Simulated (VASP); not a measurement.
A run of VASP 6.6.1 is set up as follows.

File INCAR:

```
SYSTEM = KTaO3
PREC = Accurate
ENCUT = 520
EDIFF = 1E-7
ISMEAR = 0
SIGMA = 0.02
LREAL = .FALSE.
LASPH = .TRUE.
NELM = 80
ALGO = Normal
ISIF = 2
LWAVE = .FALSE.
LCHARG = .TRUE.
GGA = PS
LELF = .TRUE.
LVHAR = .TRUE.
NBANDS = 27
```

The input KPOINTS:

```
Automatic mesh
0
G
  8 8 8
  0 0 0
```

POSCAR

```
KTaO3
1.0
    3.9258277923      0.0000000000      0.0000000000
    0.0000000000      3.9258277923      0.0000000000
    0.0000000000      0.0000000000      4.0064599175
K Ta O
1 1 3
Direct
    0.5000000000      0.5000000000      0.5000000000
    0.0000000000      0.0000000000      0.0000000000
    0.0000000000      0.5000000000      0.0000000000
    0.0000000000      0.0000000000      0.5000000000
    0.5000000000      0.0000000000      0.0000000000
```

Potentials or basis: VASP PAW PBE potentials, release 64 (K_sv, Ta_pv, O).

Launch:

```bash
$ cat potpaw_PBE.64/K_sv/POTCAR potpaw_PBE.64/Ta_pv/POTCAR potpaw_PBE.64/O/POTCAR > POTCAR
$ mpirun -np 1 vasp_std > vasp.out
```

(1) What does it give for the band gap on the k mesh?

(2) Predict the pressure.

Results:

(1) 2.12 eV, indirect (least direct gap 2.72 eV).

(2) 6.3 GPa.

Caveat: the PAW data sets were made with another functional, which shifts forces and pressure a little; spin-orbit coupling is left out, which moves the levels of the heavy elements.
